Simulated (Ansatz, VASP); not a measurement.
## Rh: VASP beside Ansatz

```
Rh
1.0
     0.00000    1.74231    2.26501
     1.74231    0.00000    2.26501
     1.74231    1.74231    0.00000
Rh
1
Direct
  0.00000 0.00000 0.00000
```

Alike in both runs: task single point; functional LDA; k mesh 24 × 24 × 24; occupations gaussian, width 0.15 eV; no spin polarisation.

|  | VASP | Ansatz |
| --- | --- | --- |
| version | VASP 6.6.1 | Ansatz 0.2.0 |
| potentials or method | VASP PAW LDA potentials, release 64 (Rh_pv), cutoff 520 eV | scalar-relativistic, plane waves, PAW |
| valence electrons in the cell | 15 | 17 |

```tsv
	VASP	Ansatz	Ansatz less VASP
gap on the k mesh at the Fermi level (eV)	none	none	-
pressure (GPa)	2.4	1.5	-0.88
traceless stress, the component that is largest in VASP (GPa)	-34.83	-34.66	+0.177
```

LDA's correlation is that of Perdew and Zunger in VASP and of Perdew and Wang (1992) in Ansatz. A gap of «none» marks a metal or a gap that the smearing closes. VASP's potentials hold 15 valence electrons a cell and Ansatz's 17, so a difference there can come from the potentials and not from the codes.
